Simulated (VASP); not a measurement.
A run of VASP 6.6.1:

The input INCAR:

```
ALGO     = Normal         # electronic algorithm
EDIFF    = 1E-7           # SCF threshold, eV
ENCUT    = 520            # plane-wave cutoff, eV
GGA      = PE             # functional
ISIF     = 2              # what is computed and relaxed
ISMEAR   = -1             # smearing method
LASPH    = T              # aspherical terms in the spheres
LCHARG   = F              # write CHGCAR
LREAL    = F              # projectors in reciprocal space
LWAVE    = F              # write WAVECAR
NBANDS   = 55             # bands
NELM     = 60             # most SCF steps
PREC     = Accurate       # precision mode
SIGMA    = 0.02           # smearing width, eV
```

File KPOINTS:

```
k-points
0
Gamma
  10 10 6
```

Contents of POSCAR:

```
Ga2O3
1.0
    6.0660121878     -1.5083580822      0.0000000000
    6.0660121878      1.5083580822      0.0000000000
   -1.3766866767      0.0000000000      5.5922223059
Ga O
4 6
Direct
    0.0917610486      0.0917610486      0.7957775882
    0.9082389514      0.9082389514      0.2042224118
    0.6597433527      0.6597433527      0.3125351135
    0.3402566473      0.3402566473      0.6874648865
    0.1712869857      0.1712869857      0.1084311098
    0.8287130143      0.8287130143      0.8915688902
    0.1716025947      0.1716025947      0.5585869958
    0.8283974053      0.8283974053      0.4414130042
    0.4968675373      0.4968675373      0.2523638838
    0.5031324627      0.5031324627      0.7476361162
```

Potentials or basis: VASP PAW PBE potentials, release 64 (Ga_d, O).

The run is started by

```console
$ cat potpaw_PBE.64/Ga_d/POTCAR potpaw_PBE.64/O/POTCAR > POTCAR
$ mpirun -np 1 vasp_std > vasp.out
```

Hardware: 1 thread of Oxide Virtual Turin-like Processor, with other jobs on the host.

Task: How long does it take, and how much memory?

Result: It took 52 min on 1 thread of Oxide Virtual Turin-like Processor, on a shared host, peak memory 0.77 GiB. Counts: scf iterations 17, k points 172.
